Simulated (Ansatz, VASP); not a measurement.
# Te: VASP beside Ansatz

```
Te
1.0
     4.91661    0.00000    0.00000
    -2.45830    4.25791    0.00000
     0.00000    0.00000   36.49249
Te
4
Direct
  0.66667 0.33333 0.23932
  0.33333 0.66667 0.21817
  0.66667 0.33333 0.35729
  0.33333 0.66667 0.33614
```

Alike in both runs: functional PBE; dispersion D3(BJ); k mesh 12 × 12 × 1; occupations gaussian, width 0.1 eV; no spin polarisation.

Ansatz relaxed the structure, and its values are those at the end. VASP's run is a single point on that final structure, the one shown.

|  | VASP | Ansatz |
| --- | --- | --- |
| version | VASP 6.6.1 | Ansatz 0.2.0 |
| potentials or method | VASP PAW PBE potentials, release 64 (Te), cutoff 520 eV | scalar-relativistic, plane waves, PAW |
| valence electrons in the cell | 24 | 64 |

|  | VASP | Ansatz | Ansatz less VASP |
| --- | --- | --- | --- |
| gap on the k mesh at the Fermi level (eV) | none | none | - |
| rms of the force components (eV/Å) | 0.003 | 0.002 | -0.0012 |

A gap of «none» marks a metal or a gap that the smearing closes. VASP's potentials hold 24 valence electrons a cell and Ansatz's 64, so a difference there can come from the potentials and not from the codes. Ansatz's warnings: xc potential rough in thin density.

Spin-orbit coupling is off throughout.
